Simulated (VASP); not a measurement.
A run of VASP 6.6.1 is set up as follows.

INCAR

```
SYSTEM = Na
PREC = Accurate
ENCUT = 520
EDIFF = 1E-7
ISMEAR = -1
SIGMA = 0.1
LREAL = .False.
LASPH = .True.
NELM = 60
ALGO = Normal
ISIF = 2
LWAVE = .False.
LCHARG = .False.
GGA = PE
NBANDS = 10
```

Contents of KPOINTS:

```
Automatic mesh
0
Gamma
  14 14 14
  0 0 0
```

File POSCAR:

```
Na
1.0
    0.0000000000      2.1663047390      2.1663047390
    2.1663047390      0.0000000000      2.1663047390
    2.1663047390      2.1663047390      0.0000000000
Na
1
Direct
    0.0000000000      0.0000000000      0.0000000000
```

Potentials or basis: VASP PAW PBE potentials, release 64 (Na_pv).

The run is started by

```bash
$ cat potpaw_PBE.64/Na_pv/POTCAR > POTCAR
$ mpirun -np 1 vasp_std > vasp.out
```

**Question.** Estimate the pressure.

**Answer.** 14.2 GPa.

**Question.** What does it give for the band gap on the k mesh?

**Answer.** Zero (an odd number of electrons rules out a gap without spin polarisation).

Caveat: the cell stands under pressure.
